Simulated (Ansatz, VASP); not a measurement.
**Os: VASP beside Ansatz**

The input INCAR:

```
SYSTEM = Os
PREC = Accurate ; ENCUT = 520
EDIFF = 1E-6 ; ISMEAR = -1
SIGMA = 0.05 ; LREAL = .FALSE.
LASPH = .TRUE. ; NELM = 60
ALGO = Normal ; ISIF = 2
LWAVE = .FALSE. ; LCHARG = .FALSE.
GGA = RP ; IVDW = 13
NBANDS = 15
```

Contents of KPOINTS:

```
Automatic mesh
0
G
  11 11 6
  0 0 0
```

Contents of POSCAR:

```
Os
1.0
    2.7700791260      0.0000000000      0.0000000000
   -1.3850395630      2.3989588936      0.0000000000
    0.0000000000      0.0000000000      4.3765446767
Os
2
Direct
    0.6666666667      0.3333333333      0.7500000000
    0.3333333333      0.6666666667      0.2500000000
```

The input input.yaml:

```yaml
crystal:
  lattice:
    - [2.770079126, 0.0, 0.0]
    - [-1.385039563, 2.3989588936, 0.0]
    - [0.0, 0.0, 4.3765446767]
  atoms:
    - { symbol: Os, position: [0.6666666667, 0.3333333333, 0.75] }
    - { symbol: Os, position: [0.3333333333, 0.6666666667, 0.25] }
hamiltonian:
  xc: rpbe
  pseudopotentials: { kind: paw }
  dispersion: d4
kpoints:
  mp_grid: { grid: [11, 11, 6] }
scf:
  occupations: { method: fermi_dirac, width: 0.05 }
output:
  forces: true
  stress: true
  eigenvalues: true
```

Alike in both runs: task single point; functional RPBE; dispersion D4; k mesh 11 × 11 × 6; occupations fermi-dirac, width 0.05 eV; no spin polarisation.

```csv
,VASP,Ansatz
version,VASP 6.6.1,Ansatz 0.2.0
potentials or method,"VASP PAW PBE potentials, release 64 (Os)",Ansatz PAW
plane-wave cutoff (eV),520,420
valence electrons in the cell,16,32
```

VASP gave:

```
gap on the k mesh at the Fermi level (eV)                     : none
pressure (GPa)                                                : -16.2
traceless stress, the component that is largest in VASP (GPa) : -0.47
```

Q: What did Ansatz give for the same quantities?

A: gap on the k mesh at the Fermi level (eV): none; pressure (GPa): -15.7; traceless stress, the component that is largest in VASP (GPa): -0.35.

VASP's potentials were made for PBE, not for RPBE. A gap of «none» marks a metal or a gap that the smearing closes. VASP's potentials hold 16 valence electrons a cell and Ansatz's 32, so a difference there can come from the potentials and not from the codes.

Spin-orbit coupling is off throughout.
